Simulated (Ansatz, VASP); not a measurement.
# MoS2: VASP beside Ansatz

```
Mo S
1.0
     1.49775    0.86473    6.42973
    -1.49775    0.86473    6.42973
     0.00000   -1.72945    6.42973
Mo S
1 2
Direct
  0.00002 0.00002 0.00002
  0.75354 0.75354 0.75354
  0.57975 0.57975 0.57975
```

Alike in both runs: task single point; functional PBE; dispersion D3(BJ); k mesh 12 × 12 × 12; occupations gaussian, width 0.05 eV; no spin polarisation.

|  | VASP | Ansatz |
| --- | --- | --- |
| version | VASP 6.6.1 | Ansatz 0.2.0 |
| potentials or method | VASP PAW PBE potentials, release 64 (Mo_sv, S), cutoff 520 eV | scalar-relativistic, plane waves, PAW |
| valence electrons in the cell | 26 | 26 |

|  | VASP | Ansatz | Ansatz less VASP |
| --- | --- | --- | --- |
| gap on the k mesh at the Fermi level (eV) | 1.06 | 1.06 | 0.000 |
| least direct gap on the mesh (eV) | 1.77 | 1.76 | -0.005 |
| pressure (GPa) | 4.3 | 4.4 | +0.11 |
| traceless stress, the component that is largest in VASP (GPa) | -15.83 | -15.77 | +0.066 |
| rms of the force components (eV/Å) | 0.449 | 0.443 | -0.0061 |

Atom by atom the forces differ by 0.006 eV/Å (rms over components).
